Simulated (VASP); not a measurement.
A run of VASP 6.6.1:

The input INCAR:

```
PREC     = Accurate       # precision mode
ENCUT    = 520            # plane-wave cutoff, eV
EDIFF    = 1E-6           # SCF threshold, eV
ISMEAR   = 0              # smearing method
SIGMA    = 0.15           # smearing width, eV
LREAL    = False          # projectors in reciprocal space
LASPH    = True           # aspherical terms in the spheres
NELM     = 60             # most SCF steps
ALGO     = Fast           # electronic algorithm
ISIF     = 2              # what is computed and relaxed
LWAVE    = False          # write WAVECAR
LCHARG   = False          # write CHGCAR
NBANDS   = 10             # bands
```

File KPOINTS:

```
regular mesh
0
Gamma
  22 22 22
```

File POSCAR:

```
Ir
1.0
    0.0000000000      1.8098000219      2.1120366255
    1.8098000219      0.0000000000      2.1120366255
    1.8098000219      1.8098000219      0.0000000000
Ir
1
Direct
    0.0000000000      0.0000000000      0.0000000000
```

Potentials or basis: VASP PAW LDA potentials, release 64 (Ir).

Launch:

```bash
$ cat potpaw_LDA.64/Ir/POTCAR > POTCAR
$ mpirun -np 1 vasp_std > vasp.out
```

Hardware: 1 thread of AMD EPYC 7R13, with other jobs on the host.

Question: How long does it take, and how much memory?

Answer: Wall time 4.3 min on 1 thread of AMD EPYC 7R13 (shared host), peak memory 0.21 GiB. Counts: scf iterations 16, k points 834.
